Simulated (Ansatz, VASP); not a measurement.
# One calculation of H, two programs

INCAR

```
PREC     = Accurate       # precision mode
ENCUT    = 520            # plane-wave cutoff, eV
EDIFF    = 1E-7           # SCF threshold, eV
ISMEAR   = 0              # smearing method
SIGMA    = 0.05           # smearing width, eV
LREAL    = F              # projectors in reciprocal space
LASPH    = T              # aspherical terms in the spheres
NELM     = 100            # most SCF steps
ALGO     = Normal         # electronic algorithm
ISIF     = 2              # what is computed and relaxed
LWAVE    = F              # write WAVECAR
LCHARG   = T              # write CHGCAR
GGA      = PS             # functional
LELF     = T              # ELF
LVHAR    = T            
NBANDS   = 10             # bands
```

The input KPOINTS:

```
Automatic mesh
0
Gamma
  6 6 6
```

File POSCAR:

```
H
1.0
    2.7021858213     -2.6439119613      0.0000000000
    2.7021858213      2.6439119613      0.0000000000
    0.0000000000      0.0000000000      4.0796907300
H
4
Direct
    0.9532956300      0.0467043700      0.0685088900
    0.4532956300      0.5467043700      0.4314911100
    0.5467043700      0.4532956300      0.5685088900
    0.0467043700      0.9532956300      0.9314911100
```

Input for Ansatz:

```yaml
crystal:
  lattice:
    - [2.7021858213, -2.6439119613, 0.0]
    - [2.7021858213, 2.6439119613, 0.0]
    - [0.0, 0.0, 4.07969073]
  atoms:
    - { symbol: H, position: [0.95329563, 0.04670437, 0.06850889] }
    - { symbol: H, position: [0.45329563, 0.54670437, 0.43149111] }
    - { symbol: H, position: [0.54670437, 0.45329563, 0.56850889] }
    - { symbol: H, position: [0.04670437, 0.95329563, 0.93149111] }
basis:
  ecutwfc: 420
kpoints:
  mp_grid: { grid: [6, 6, 6] }
hamiltonian:
  xc: pbesol
scf:
  occupations: { method: gaussian, width: 0.05 }
output:
  forces: true
  stress: true
  eigenvalues: true
```

Change from the starting cell: strain +0.030 along x and y, -0.015 along z, atoms carried along.

Alike in both runs: task single point; functional PBEsol; k mesh 6 × 6 × 6; occupations gaussian, width 0.05 eV; no spin polarisation.

|  | VASP | Ansatz |
| --- | --- | --- |
| version | VASP 6.6.1 | Ansatz 0.2.0 |
| potentials or method | VASP PAW PBE potentials, release 64 (H), cutoff 520 eV | scalar-relativistic, plane waves, PAW |
| valence electrons in the cell | 4 | 4 |

Ansatz gave:

| Item | Value |
| --- | --- |
| gap on the k mesh at the Fermi level (eV) | 9.19 |
| least direct gap on the mesh (eV) | 9.77 |
| pressure (GPa) | 0.6 |
| traceless stress, the component that is largest in VASP (GPa) | -0.61 |
| rms of the force components (eV/Å) | 0.267 |

Question: What did VASP give for the same quantities?

Answer: gap on the k mesh at the Fermi level (eV): 9.18; least direct gap on the mesh (eV): 9.77; pressure (GPa): 0.5; traceless stress, the component that is largest in VASP (GPa): -0.60; rms of the force components (eV/Å): 0.268.

VASP's potentials were made for PBE, not for PBEsol. Atom by atom the forces differ by 0.001 eV/Å (rms over components).
